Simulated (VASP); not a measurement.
Set up this calculation in VASP 6.6.1, as the native input.

| Property | Result |
| --- | --- |
| Task | single point |
| Functional | PBE-based screened hybrid |
| Potentials or basis | VASP PAW PBE potentials, release 64 (Sr_sv, O) |
| Cutoff | 520 eV |
| k mesh | 4 × 4 × 4 |
| Occupations | gaussian, width 0.01 eV |
| Spin | no spin polarisation |
| Dipole correction | no |
| Grid for exact exchange (PRECFOCK) | Normal |
| Share of exact exchange | 0.4 |
| Further INCAR settings | ALGO = Normal; EDIFF = 1e-06; NBANDS = 15 |
| Screening parameter | 0.2078 1/Å |

SrO:

```
CELL_PARAMETERS angstrom
0.00000 2.79228 2.79228
2.79228 0.00000 2.79228
2.79228 2.79228 0.00000
ATOMIC_POSITIONS crystal
Sr 0.00000 0.00000 0.00000
O 0.25000 0.25000 0.25000
```

These files were run (other wordings do the same):

POSCAR

```
SrO
1.0
    0.0000000000      2.7922805169      2.7922805169
    2.7922805169      0.0000000000      2.7922805169
    2.7922805169      2.7922805169      0.0000000000
Sr O
1 1
Direct
    0.0000000000      0.0000000000      0.0000000000
    0.2500000000      0.2500000000      0.2500000000
```

INCAR.step1

```
PREC = Accurate
ENCUT = 520
EDIFF = 1E-5
ISMEAR = 0
SIGMA = 0.01
LREAL = False
LASPH = True
NELM = 100
ALGO = Normal
ISIF = 2
LWAVE = True
LCHARG = False
NBANDS = 15
GGA = PE
```

INCAR.step2

```
PREC = Accurate
ENCUT = 520
EDIFF = 1E-6
ISMEAR = 0
SIGMA = 0.01
LREAL = False
LASPH = True
NELM = 100
ALGO = Normal
ISIF = 2
LWAVE = False
LCHARG = False
GGA = PE
LHFCALC = True
AEXX = 0.4
HFSCREEN = 0.2078
PRECFOCK = Normal
NBANDS = 15
ISTART = 1
```

KPOINTS

```
regular mesh
0
Gamma
  4 4 4
```

Potentials or basis: VASP PAW PBE potentials, release 64 (Sr_sv, O).

Command:

```bash
$ cat potpaw_PBE.64/Sr_sv/POTCAR potpaw_PBE.64/O/POTCAR > POTCAR
$ cp INCAR.step1 INCAR
$ mpirun -np 1 vasp_std > vasp.out
$ cp INCAR.step2 INCAR
$ mpirun -np 1 vasp_std > vasp.out
```

It gave:

The pressure is -0.7 GPa and the band gap on the k mesh is 4.70 eV, indirect (least direct gap 5.61 eV).

Caveat: the k points lie up to 0.49 Å⁻¹ apart; the PAW data sets were made with another functional, which shifts forces and pressure a little.

It took 3.2 min on 1 thread of Intel(R) Xeon(R) Platinum 8488C (Sapphire Rapids) (shared host), peak memory 0.27 GiB.
